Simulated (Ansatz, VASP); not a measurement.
## BN in VASP and in Ansatz

File INCAR:

```
  PREC = Accurate
  ENCUT = 520
  EDIFF = 1E-6
  ISMEAR = 0
  SIGMA = 0.05
  LREAL = F
  LASPH = T
  NELM = 80
  ALGO = Normal
  ISIF = 2
  LWAVE = F
  LCHARG = F
  GGA = PS
  NBANDS = 26
```

The input KPOINTS:

```
Automatic mesh
0
Gamma
  6 6 10
```

The input POSCAR:

```
BN
1.0
    4.3982250342      0.0000000000      0.0000000000
    0.0000000000      4.3982250342      0.0000000000
    0.0000000000      0.0000000000      2.7665000000
B N
4 4
Direct
    0.1741337327      0.8258662673      0.5000000000
    0.3258662673      0.3258662673      0.0000000000
    0.6741337327      0.6741337327      0.0000000000
    0.8258662673      0.1741337327      0.5000000000
    0.8123909516      0.8123909516      0.5000000000
    0.3123909516      0.6876090484      0.0000000000
    0.6876090484      0.3123909516      0.0000000000
    0.1876090484      0.1876090484      0.5000000000
```

Input for Ansatz:

```yaml
crystal:
  lattice:
    - [4.3982250342, 0.0, 0.0]
    - [0.0, 4.3982250342, 0.0]
    - [0.0, 0.0, 2.7665]
  atoms:
    - { symbol: B, position: [0.1741337327, 0.8258662673, 0.5] }
    - { symbol: B, position: [0.3258662673, 0.3258662673, 0.0] }
    - { symbol: B, position: [0.6741337327, 0.6741337327, 0.0] }
    - { symbol: B, position: [0.8258662673, 0.1741337327, 0.5] }
    - { symbol: "N", position: [0.8123909516, 0.8123909516, 0.5] }
    - { symbol: "N", position: [0.3123909516, 0.6876090484, 0.0] }
    - { symbol: "N", position: [0.6876090484, 0.3123909516, 0.0] }
    - { symbol: "N", position: [0.1876090484, 0.1876090484, 0.5] }
basis:
  ecutwfc: 520.0
kpoints:
  mp_grid: { grid: [6, 6, 10] }
hamiltonian:
  xc: pbesol
  pseudopotentials: { kind: paw, azcp: { folder: soft_1 } }
scf:
  occupations: { method: gaussian, width: 0.05 }
output:
  forces: true
  stress: true
  eigenvalues: true
  write_density: true
  write_potential: true
  elf: true
  volumetric_format: npy
```

Alike in both runs: task single point; functional PBEsol; k mesh 6 × 6 × 10; occupations gaussian, width 0.05 eV; no spin polarisation.

```csv
,VASP,Ansatz
version,VASP 6.6.1,Ansatz 0.2.0
potentials or method,"VASP PAW PBE potentials, release 64 (B, N), cutoff 520 eV","scalar-relativistic, plane waves, PAW"
valence electrons in the cell,32,32
```

```tsv
	VASP	Ansatz	Ansatz less VASP
gap on the k mesh at the Fermi level (eV)	4.49	4.50	+0.002
least direct gap on the mesh (eV)	4.49	4.50	+0.002
pressure (GPa)	-26.2	-26.6	-0.40
traceless stress, the component that is largest in VASP (GPa)	-39.90	-39.64	+0.260
rms of the force components (eV/Å)	0.171	0.159	-0.0123
```

VASP's potentials were made for PBE, not for PBEsol, and Ansatz warns of the same on its side. Atom by atom the forces differ by 0.017 eV/Å (rms over components).
